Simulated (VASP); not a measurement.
Input of a VASP 6.6.1 run:

POSCAR

```
N
1.0
    2.5641627292      0.0000000000      0.0000000000
   -1.2820813646      2.2206300629      0.0000000000
    0.0000000000      0.0000000000      2.4406973231
N
2
Direct
    0.6666666667      0.3333333333      0.2500000000
    0.3333333333      0.6666666667      0.7500000000
```

INCAR.step1

```
SYSTEM = N
ALGO = Normal
EDIFF = 1E-4
ENCUT = 520
GGA = PE
ISMEAR = 0
LASPH = .TRUE.
LCHARG = .FALSE.
LREAL = .FALSE.
LWAVE = .TRUE.
NBANDS = 12
NELM = 60
PREC = Accurate
SIGMA = 0.1
```

INCAR.step2

```
SYSTEM = N
ALGO = Normal
EDIFF = 1E-7
ENCUT = 520
ISIF = 2
ISMEAR = 0
ISTART = 1
LASPH = .TRUE.
LCHARG = .FALSE.
LMIXTAU = .TRUE.
LREAL = .FALSE.
LWAVE = .FALSE.
METAGGA = R2SCAN
NBANDS = 12
NELM = 60
PREC = Accurate
SIGMA = 0.1
```

KPOINTS

```
k-points
0
G
  24 24 22
  0 0 0
```

Potentials or basis: VASP PAW PBE potentials, release 64 (N).

Launch:

```console
$ cat potpaw_PBE.64/N/POTCAR > POTCAR
$ cp INCAR.step1 INCAR
$ mpirun -np 1 vasp_std > vasp.out
$ cp INCAR.step2 INCAR
$ mpirun -np 1 vasp_std > vasp.out
```

(1) What does it give for the band gap on the k mesh?

(2) Estimate the pressure.

Results:

(1) zero (bands 5 and 6 overlap by 4.82 eV).

(2) -0.1 GPa.

Caveat: the PAW data sets were made with another functional, which shifts forces and pressure a little.
